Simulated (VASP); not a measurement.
Runs of VASP 6.6.1 on Ta4O. The structure is that of space group P4/mmm (No. 123), or close to it. The cells are those of the table. 

```csv
level,cell,k mesh,gap on the mesh (eV),pressure (GPa),largest force (eV/Å)
PBEsol,"a = 3.257, b = 3.257, c = 7.409 Å, 5 atoms",4 × 4 × 2,none,-8.0,(b)
r2SCAN,"a = 3.243, b = 3.243, c = 7.332 Å, 5 atoms",12 × 12 × 6,none,0.9,0.04
PBEsol,"a = 3.257, b = 3.257, c = 7.409 Å, 5 atoms",2 × 2 × 1,0.19,-4.5,0.03
PBEsol,"a = 3.257, b = 3.257, c = 7.409 Å, 5 atoms",8 × 8 × 4,none,-7.8,0.02
PBEsol,"a = 3.257, b = 3.257, c = 7.409 Å, 5 atoms",6 × 6 × 2,none,-7.8,(a)
```

Alike in all rows: task single point; potentials or basis VASP PAW PBE potentials, release 64 (Ta_pv, O); no spin polarisation; cutoff (eV) 520; smearing gaussian 0.1 eV.

Task: Estimate the missing entries.

Result: (a) 0.10; (b) 0.29.

Caveats: some runs use coarse meshes; the PAW data sets were made with another functional, which shifts forces and pressure a little; spin-orbit coupling is left out, which moves the levels of the heavy elements.

A k mesh can miss the band edges, and the runs leave out spin-orbit coupling on Ta.

A gap of «none» marks levels without a gap at the run's occupations.
